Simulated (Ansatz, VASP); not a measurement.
## I in VASP and in Ansatz

File INCAR:

```
SYSTEM = I
  PREC = Accurate
  ENCUT = 600
  EDIFF = 1E-6
  ISMEAR = 0
  SIGMA = 0.1
  LREAL = .False.
  LASPH = .True.
  NELM = 100
  ALGO = Normal
  ISIF = 3
  LWAVE = .False.
  LCHARG = .False.
  GGA = PE
  IVDW = 12
  IBRION = 2
  NSW = 100
  EDIFFG = -0.005
```

Contents of KPOINTS:

```
regular mesh
0
Gamma
  12 12 18
  0 0 0
```

POSCAR

```
I
1.0
    2.3773896325     -3.6342876406     -0.1598815673
    2.3773896325      3.6342876406     -0.1598815673
   -1.6680719313      0.0000000000      2.4185668454
I
1
Direct
    0.5000000000      0.5000000000      0.5000000000
```

Input for Ansatz:

```yaml
crystal:
  lattice:
    - [2.3773896325, -3.6342876406, -0.1598815673]
    - [2.3773896325, 3.6342876406, -0.1598815673]
    - [-1.6680719313, 0.0, 2.4185668454]
  atoms:
    - { symbol: I, position: [0.5, 0.5, 0.5] }
basis:
  ecutwfc: 420
kpoints:
  mp_grid: { grid: [12, 12, 18] }
hamiltonian:
  xc: pbe
  dispersion: d3bj
scf:
  occupations: { method: gaussian, width: 0.1 }
output:
  forces: true
  stress: true
  eigenvalues: true
  write_density: true
  write_potential: true
  elf: true
  volumetric_format: npy
relax:
  adjacent_minimum: "off"
  f_tol: 0.005
  max_steps: 80
  cell: { stress_tol: 0.05 }
```

Alike in both runs: task relaxation of cell and atoms; functional PBE; dispersion D3(BJ); k mesh 12 × 12 × 18; occupations gaussian, width 0.1 eV; no spin polarisation.

|  | VASP | Ansatz |
| --- | --- | --- |
| version | VASP 6.6.1 | Ansatz 0.2.0 |
| potentials or method | VASP PAW PBE potentials, release 64 (I), cutoff 600 eV | scalar-relativistic, plane waves, PAW |
| valence electrons in the cell | 7 | 17 |

```tsv
	VASP	Ansatz	Ansatz less VASP
gap on the k mesh at the Fermi level, each at its own relaxed structure (eV)	none	none	-
relaxed volume (Å³/atom)	39.81	39.85	+0.047
relaxed length of the cell vector where the two differ most in proportion (Å)	2.935	2.938	+0.0033
```

A gap of «none» marks a metal or a gap that the smearing closes. VASP's potentials hold 7 valence electrons a cell and Ansatz's 17, so a difference there can come from the potentials and not from the codes.

Spin-orbit coupling is off throughout.
